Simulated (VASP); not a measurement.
Crystal: SrVO3.

```
Sr V O
1.0
     3.84090    0.00000    0.00000
     0.00000    3.84090    0.00000
     0.00000    0.00000    3.84090
Sr V O
1 1 3
Cartesian
  1.9204 1.9204 1.9204
  0.0000 0.0000 0.0000
  0.0000 0.0000 1.9204
  0.0000 1.9204 0.0000
  1.9204 0.0000 0.0000
```

| Item | Value |
| --- | --- |
| Program | VASP 6.6.1 |
| Task | relaxation of cell and atoms |
| Functional | BLYP |
| Potentials or basis | VASP PAW PBE potentials, release 64 (Sr_sv, V_sv, O) |
| Cutoff | 600 eV |
| k mesh | 7 × 7 × 7 |
| Occupations | fermi-dirac, width 0.05 eV |
| Spin | collinear spin, ferromagnetic start |
| Starting moments | [0.0, 2.0, 0.0, 0.0, 0.0] μB |

At the start: pressure 9.2 GPa; volume 11.33 Å³/atom.

Q: How do energy, volume and symmetry change on relaxing?

A: Over 3 steps the energy falls by 15.6 meV/atom and the volume is 11.90 Å³/atom (+5.0 %); space group Pm-3m (No. 221, to 0.1 Å) before and after; moment 0.00 μB per cell.

The path:
| step | energy change (eV) | largest force (eV/Å) | pressure (GPa) | volume (Å³) |
| --- | --- | --- | --- | --- |
| 1 | 0.0000 | 0.0000 | 9.20 | 56.66 |
| 2 | -0.0197 | 0.0000 | -6.71 | 62.17 |
| 3 | -0.0780 | 0.0000 | -0.06 | 59.52 |

Final structure:
```
Sr V O
1.0
     3.90431    0.00000    0.00000
     0.00000    3.90431    0.00000
     0.00000    0.00000    3.90431
Sr V O
1 1 3
Direct
  0.50000 0.50000 0.50000
  0.00000 0.00000 0.00000
  0.00000 0.00000 0.50000
  0.00000 0.50000 0.00000
  0.50000 0.00000 0.00000
```

Caveat: the PAW data sets were made with another functional, which shifts forces and pressure a little.
